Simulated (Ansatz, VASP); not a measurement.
**Hf3ZrS8 in VASP and in Ansatz**

```
CELL_PARAMETERS angstrom
-6.22741 -0.00019 0.07923
0.08653 -0.05254 -6.89097
-0.00022 -7.19071 -0.05647
ATOMIC_POSITIONS crystal
Zr 0.49448 0.99487 0.00276
Hf 0.99166 0.00201 0.25532
Hf 0.50018 0.99822 0.50424
Hf 0.99917 0.97977 0.74043
S 0.33384 0.79231 0.23725
S 0.83968 0.79404 0.50671
S 0.32999 0.80820 0.74590
S 0.82884 0.78488 0.00152
S 0.15919 0.21275 0.00010
S 0.65934 0.21488 0.24913
S 0.17629 0.21375 0.50704
S 0.68732 0.20432 0.74960
```

Change from the starting cell: cell x1, atoms moved at random (sigma 0.05 Å) and cell strained at random (1.5 %), then relaxed without symmetry.

Alike in both runs: task relaxation of cell and atoms; functional PBE; k mesh 2 × 2 × 2; occupations gaussian, width 0.1 eV; no spin polarisation.

|  | VASP | Ansatz |
| --- | --- | --- |
| version | VASP 6.6.1 | Ansatz 0.2.0 |
| potentials or method | VASP PAW PBE potentials, release 64 (Zr_sv, Hf_pv, S), cutoff 600 eV | scalar-relativistic, plane waves, PAW |
| valence electrons in the cell | 90 | 138 |

Ansatz gave:

* gap on the k mesh at the Fermi level, each at its own relaxed structure (eV): 1.17
* relaxed volume (Å³/atom): 26.07
* relaxed cell length with the largest relative difference (Å): 6.714

Q: Which values does VASP return?

A: gap on the k mesh at the Fermi level, each at its own relaxed structure (eV): 1.17; relaxed volume (Å³/atom): 26.66; relaxed cell length with the largest relative difference (Å): 6.891.

VASP's potentials hold 90 valence electrons a cell and Ansatz's 138, so a difference there can come from the potentials and not from the codes.

The k mesh is coarse, so the values compare programs but aren't converged. Neither program's run includes spin-orbit coupling.
